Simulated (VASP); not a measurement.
# H2 in VASP: single point with PBEsol

Aim: the single point of H2 with PBEsol.

All numbers are computed with VASP 6.6.1; they aren't measurements. Logs are shortened: lines on timing, memory, paths and dates and some standing lists are left out, and cuts for length are marked.

### Step 1. The cell of the first run

The cell holds a molecule in a box, 2 atoms: a = 15.000 Å, b = 15.500 Å, c = 16.000 Å, α = 90.00°, β = 90.00°, γ = 90.00°.

### Step 2. Single point, PBEsol

File INCAR:

```
SYSTEM = H
PREC     = Accurate       ! precision mode
ENCUT    = 400            ! plane-wave cutoff, eV
EDIFF    = 1E-6           ! SCF threshold, eV
ISMEAR   = 0              ! smearing method
SIGMA    = 0.005          ! smearing width, eV
LREAL    = .False.        ! projectors in reciprocal space
LASPH    = .True.         ! aspherical terms in the spheres
NELM     = 120            ! most SCF steps
ALGO     = Normal         ! electronic algorithm
ISIF     = 2              ! what is computed and relaxed
LWAVE    = .False.        ! write WAVECAR
LCHARG   = .True.         ! write CHGCAR
GGA      = PS             ! functional
LELF     = .True.         ! ELF
LVHAR    = .True.       
ISYM     = 0            
NBANDS   = 8              ! bands
GGA_COMPAT= .False.      
NELMDL   = -8
```

File KPOINTS:

```
Automatic mesh
0
Gamma
  1 1 1
  0 0 0
```

File POSCAR:

```
H
1.0
   15.0000000000      0.0000000000      0.0000000000
    0.0000000000     15.5000000000      0.0000000000
    0.0000000000      0.0000000000     16.0000000000
H
2
Direct
    0.4747794771      0.4989640112      0.5012047606
    0.5252205229      0.5010359888      0.4987952394
```

Potentials or basis: VASP PAW PBE potentials, release 64 (H).

Started as:

```bash
$ cat potpaw_PBE.64/H/POTCAR > POTCAR
$ mpirun -np 1 vasp_gam > vasp.out
```

OUTCAR:

```text
SYSTEM = H
   PREC = Accurate
   ENCUT = 400
   EDIFF = 1E-6
   ISMEAR = 0
   LREAL = .False.
   LASPH = .True.
   NELM = 120
   ISIF = 2
   GGA = PS
   ISYM = 0
   NELMDL = -8

 ion  position               nearest neighbor table
   1  0.475  0.499  0.501-   2 0.76
   2  0.525  0.501  0.499-   1 0.76

IMPORTANT INFORMATION: All symmetrisations will be switched off!
NOSYMM: (Re-)initialisation of all symmetry stuff for point group C_1.

----------------------------------------------------------------------------------------

                                     Primitive cell

  volume of cell :    3720.0000

  direct lattice vectors                    reciprocal lattice vectors
    15.000000000  0.000000000  0.000000000     0.066666667  0.000000000  0.000000000
     0.000000000 15.500000000  0.000000000     0.000000000  0.064516129  0.000000000
     0.000000000  0.000000000 16.000000000     0.000000000  0.000000000  0.062500000

  length of vectors
    15.000000000 15.500000000 16.000000000     0.066666667  0.064516129  0.062500000

  position of ions in fractional coordinates (direct lattice)
     0.474779477  0.498964011  0.501204761
     0.525220523  0.501035989  0.498795239

  ion indices of the primitive-cell ions
   primitive index   ion index
                 1           1
                 2           2

----------------------------------------------------------------------------------------

 KPOINTS: Automatic mesh

Automatic generation of k-mesh.
 Grid dimensions read from file:
 generate k-points for:    1    1    1

 Generating k-lattice:

  Cartesian coordinates                     Fractional coordinates (reciprocal lattice)
     0.066666667  0.000000000  0.000000000     1.000000000  0.000000000  0.000000000
     0.000000000  0.064516129  0.000000000     0.000000000  1.000000000  0.000000000
     0.000000000  0.000000000  0.062500000     0.000000000  0.000000000  1.000000000

  Length of vectors
     0.066666667  0.064516129  0.062500000

  Shift w.r.t. Gamma in fractional coordinates (k-lattice)
     0.000000000  0.000000000  0.000000000

 Subroutine IBZKPT returns following result:
 ===========================================

 Found      1 irreducible k-points:

 Following reciprocal coordinates:
            Coordinates               Weight
  0.000000  0.000000  0.000000      1.000000
   k-points           NKPTS =      1   k-points in BZ     NKDIM =      1   number of bands    NBANDS=      8
   number of dos      NEDOS =    301   number of ions     NIONS =      2
   total plane-waves  NPLWV = ******
   dimension x,y,z NGX =    98 NGY =  108 NGZ =  108
   dimension x,y,z NGXF=   196 NGYF=  216 NGZF=  216
   ions per type =               2
   NGX,Y,Z   is equivalent  to a cutoff of  10.86, 11.58, 11.22 a.u.
   NGXF,Y,Z  is equivalent  to a cutoff of  21.72, 23.17, 22.44 a.u.
 SYSTEM =  H
   PREC   = accura    normal or accurate (medium, high low for compatibility)
   ISTART =      0    job   : 0-new  1-cont  2-samecut
   ICHARG =      2    charge: 1-file 2-atom 10-const
   ISPIN  =      1    spin polarized calculation?
   LNONCOLLINEAR =      F non collinear calculations
   LSORBIT =      F    spin-orbit coupling
   LASPH  =      T    aspherical Exc in radial PAW
   ENCUT  =  400.0 eV  29.40 Ry    5.42 a.u.  24.46 25.28 26.09*2*pi/ulx,y,z
   NELM   =    120;   NELMIN=  2; NELMDL= -8     # of ELM steps
   EDIFF  = 0.1E-05   stopping-criterion for ELM
   LREAL  =      F    real-space projection
   EDIFFG = 0.1E-04   stopping-criterion for IOM
   NSW    =      0    number of steps for IOM
   IBRION =     -1    ionic relax: 0-MD 1-quasi-New 2-CG
   NFREE  =      0    steps in history (QN), initial steepest desc. (CG)
   ISIF   =      2    stress and relaxation
   ISYM   =      0    0-nonsym 1-usesym 2-fastsym
   POTIM  = 0.5000    time-step for ionic-motion
   TEBEG  =    0.0;   TEEND  =   0.0 temperature during run
   PSTRESS=    0.0 pullay stress
   NELECT =       2.0000    total number of electrons
   NUPDOWN=      -1.0000    fix difference up-down
   EMIN   =  10.00;   EMAX   =-10.00  energy-range for DOS
   EFERMI =   0.00;   METHOD = LEGACY
   ISMEAR =     0;   SIGMA  =   0.01  broadening in eV -4-tet -1-fermi 0-gaus
   EFERMI_NEDOS =   21; number of points for ismear=-14 and -15
   IALGO  =     38    algorithm
   IMIX   =      4    mixing-type and parameters
     AMIX     =   0.40;   BMIX     =  1.00
     AMIX_MAG =   1.60;   BMIX_MAG =  1.00
  volume/ion in A,a.u.               =    1860.00     12551.90
  Fermi-wavevector in a.u.,A,eV,Ry     =   0.133118  0.251557  0.241101  0.017720
  Thomas-Fermi vector in A             =   0.777987
   LORBIT       =      0    0 simple, 1 ext, 2 COOP (PROOUT), +10 PAW based schemes
   GGA     = PS    functional components
   LHFCALC =     F    Hartree Fock is set to
   AEXX    =    0.0000 exact exchange contribution
   IVDW    =     0    specifies the selected vdW correction
   LEPSILON=     F    determine dielectric tensor
   LRPA    =     F    only Hartree local field effects (RPA)
 non-spin polarized calculation
 Gauss-broadening in eV      SIGMA  =   0.01
  energy-cutoff  :      400.00
  volume of cell :     3720.00
 maximum number of plane-waves:     33758
 NGX is ok and might be reduce to    98
   NGX = 49   NGY = 51   NGZ = 53

 number of electron       1.9999998 magnetization

 Free energy of the ion-electron system (eV)
  ---------------------------------------------------
  ext. energy  EPLUGINS =         0.00000000
  ---------------------------------------------------
  free energy    TOTEN  =        -6.50330507 eV

  energy without entropy =       -6.50330507  energy(sigma->0) =       -6.50330507

 E-fermi : -10.1063     XC(G=0):  -0.1184

 val. band max:      -10.1304666704   @ k =   0.0000   0.0000   0.0000
 cond. band min:      -0.0693480754   @ k =   0.0000   0.0000   0.0000
 fundamental gap:     10.0611185950
 Fermi energy:       -10.1062535443

 k-point     1 :       0.0000    0.0000    0.0000
  band No.  band energies     occupation
      1     -10.1305      2.00000
      2      -0.0693      0.00000
      3       0.2531      0.00000
      4       0.4623      0.00000
      5       0.4858      0.00000
      6       0.4923      0.00000
      7       0.5818      0.00000
      8       0.6309      0.00000

------------------------ aborting loop because EDIFF is reached ----------------------------------------

  FORCE on cell =-STRESS in cart. coord.  units (eV):
  Direction    XX          YY          ZZ          XY          YZ          ZX
  --------------------------------------------------------------------------------------
  -------------------------------------------------------------------------------------
  Total       -0.1223750     -0.1130863     -0.1140197     -0.0003942     -0.0000234      0.0004330
  in kB       -0.0527061     -0.0487055     -0.0491075     -0.0001698     -0.0000101      0.0001865
  external PRESSURE =      -0.0501730 kB  Pullay stress =       0.0000000 kB

 VOLUME and BASIS-vectors are now :
 -----------------------------------------------------------------------------
  energy-cutoff  :      400.00
  volume of cell :     3720.00
      direct lattice vectors                 reciprocal lattice vectors
    15.000000000  0.000000000  0.000000000     0.066666667  0.000000000  0.000000000
     0.000000000 15.500000000  0.000000000     0.000000000  0.064516129  0.000000000
     0.000000000  0.000000000 16.000000000     0.000000000  0.000000000  0.062500000

 POSITION                                       TOTAL-FORCE (eV/Angst)
 -----------------------------------------------------------------------------------
      7.12169      7.73394      8.01928        -0.029036     -0.001070      0.001610
      7.87831      7.76606      7.98072         0.029036      0.001070     -0.001610
 -----------------------------------------------------------------------------------
    total drift:                               -0.000000     -0.000000      0.000000

  FREE ENERGIE OF THE ION-ELECTRON SYSTEM (eV)
  ---------------------------------------------------
  free  energy   TOTEN  =        -6.5033050711 eV

  energy  without entropy=       -6.5033050711  energy(sigma->0) =       -6.50330507
```

OSZICAR:

```text
N       E                     dE             d eps       ncg     rms          rms(c)
DAV:   1    -0.347999086951E+01   -0.34800E+01   -0.56347E+02    24   0.114E+02
DAV:   2    -0.707872724382E+01   -0.35987E+01   -0.35987E+01    16   0.231E+01
DAV:   3    -0.712338425037E+01   -0.44657E-01   -0.44657E-01    32   0.305E+00
[... 14 lines left out ...]
DAV:  18    -0.650328390797E+01   -0.62259E-04   -0.16792E-06    24   0.357E-03    0.771E-04
DAV:  19    -0.650329995115E+01   -0.16043E-04   -0.46218E-07    24   0.185E-03    0.165E-03
DAV:  20    -0.650330157728E+01   -0.16261E-05   -0.10845E-07    24   0.890E-04    0.136E-04
DAV:  21    -0.650330466543E+01   -0.30881E-05   -0.17584E-08    16   0.396E-04    0.712E-05
DAV:  22    -0.650330507112E+01   -0.40569E-06   -0.13237E-09    24   0.127E-04
   1 F= -.65033051E+01 E0= -.65033051E+01  d E =-.184394E-12
```

stdout:

```text
POSCAR found type information on POSCAR H
 POSCAR found :  1 types and       2 ions
 scaLAPACK will be used
 -----------------------------------------------------------------------------
|                                                                             |
|                                                                             |
|     You enforced a specific xc type in the INCAR file but a different       |
|     I HOPE YOU KNOW WHAT YOU ARE DOING!                                     |
|                                                                             |
 -----------------------------------------------------------------------------

 LDA part: xc-table for (Slater+PW92), standard interpolation
 POSCAR, INCAR and KPOINTS ok, starting setup
 FFT: planning ... GRIDC
 FFT: planning ... GRID_SOFT
 FFT: planning ... GRID
 WAVECAR not read
 entering main loop
```

Run time: 2.3 min. Hardware: 1 thread of Intel Xeon Platinum 8559C (Emerald Rapids), shared host; peak memory 1.5 GiB.

Results:

```
Free energy                     : -6.5033 eV
Largest force                   : 0.029 eV/Å
Gap between the frontier levels : 10.06 eV
```

Forces on the atoms (eV/Å):
```
H   -0.029 -0.001  0.002
H    0.029  0.001 -0.002
```

Caveat: the PAW data sets were made with another functional, which shifts forces and pressure a little.
